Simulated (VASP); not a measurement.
Write the native input for VASP 6.6.1 that does the following.

- Task: single point
- Functional: r2SCAN
- Potentials or basis: VASP PAW PBE potentials, release 64 (Ba_sv, Ti_sv, O)
- Cutoff: 660 eV
- k mesh: 9 × 9 × 9
- Occupations: gaussian, width 0.01 eV
- Spin: no spin polarisation
- Dipole correction: no
- Further INCAR settings: ALGO = Normal; EDIFF = 1e-06; NBANDS = 28

BaTiO3:

```
Ba Ti O
1.0
     2.84013    1.63975    2.33140
    -2.84013    1.63975    2.33140
     0.00000   -3.27950    2.33140
Ba Ti O
1 1 3
Direct
  0.99809 0.99809 0.99809
  0.50547 0.50547 0.50547
  0.49093 0.98568 0.49093
  0.49093 0.49093 0.98568
  0.98568 0.49093 0.49093
```

This cell differs from its parent crystal: atoms displaced along a vibrational mode.

The input as run:

POSCAR

```
BaTiO3
1.0
    2.8401263243      1.6397476979      2.3314025156
   -2.8401263243      1.6397476979      2.3314025156
    0.0000000000     -3.2794953957      2.3314025156
Ba Ti O
1 1 3
Direct
   -0.0019053583     -0.0019053583     -0.0019053583
    0.5054657722      0.5054657722      0.5054657722
    0.4909297610      0.9856810640      0.4909297610
    0.4909297610      0.4909297610      0.9856810640
    0.9856810640      0.4909297610      0.4909297610
```

INCAR.step1

```
PREC     = Accurate       # precision mode
ENCUT    = 660            # plane-wave cutoff, eV
ISMEAR   = 0              # smearing method
SIGMA    = 0.01           # smearing width, eV
LREAL    = F              # projectors in reciprocal space
LASPH    = T              # aspherical terms in the spheres
NELM     = 120            # most SCF steps
NBANDS   = 28             # bands
GGA      = PE             # functional
ALGO     = Normal         # electronic algorithm
EDIFF    = 1E-5           # SCF threshold, eV
LWAVE    = T              # write WAVECAR
LCHARG   = F              # write CHGCAR
GGA_COMPAT= F
```

INCAR.step2

```
PREC     = Accurate       # precision mode
ENCUT    = 660            # plane-wave cutoff, eV
EDIFF    = 1E-6           # SCF threshold, eV
ISMEAR   = 0              # smearing method
SIGMA    = 0.01           # smearing width, eV
LREAL    = F              # projectors in reciprocal space
LASPH    = T              # aspherical terms in the spheres
NELM     = 120            # most SCF steps
ALGO     = Normal         # electronic algorithm
ISIF     = 2              # what is computed and relaxed
LWAVE    = F              # write WAVECAR
LCHARG   = F              # write CHGCAR
METAGGA  = R2SCAN         # meta-GGA
LMIXTAU  = T            
NBANDS   = 28             # bands
ISTART   = 1            
GGA_COMPAT= F
```

KPOINTS

```
Automatic mesh
0
Gamma
  9 9 9
```

Potentials or basis: VASP PAW PBE potentials, release 64 (Ba_sv, Ti_sv, O).

Launch:

```sh
$ cat potpaw_PBE.64/Ba_sv/POTCAR potpaw_PBE.64/Ti_sv/POTCAR potpaw_PBE.64/O/POTCAR > POTCAR
$ cp INCAR.step1 INCAR
$ mpirun -np 1 vasp_std > vasp.out
$ cp INCAR.step2 INCAR
$ mpirun -np 1 vasp_std > vasp.out
```

It gave:

* Pressure: -1.0 GPa
* Largest force: 0.285 eV/Å
* Band gap on the k mesh: 2.38 eV (least direct gap 2.61 eV)

Caveat: the cell differs from its parent crystal (atoms displaced along a vibrational mode); the PAW data sets were made with another functional, which shifts forces and pressure a little; spin-orbit coupling is left out, which moves the levels of the heavy elements; an odd mesh through Γ misses points on the zone boundary, where band edges can lie.

Wall time 5.3 min on 1 thread of Intel(R) Xeon(R) 6975P-C (Granite Rapids), with other jobs on the host, peak memory 0.37 GiB.
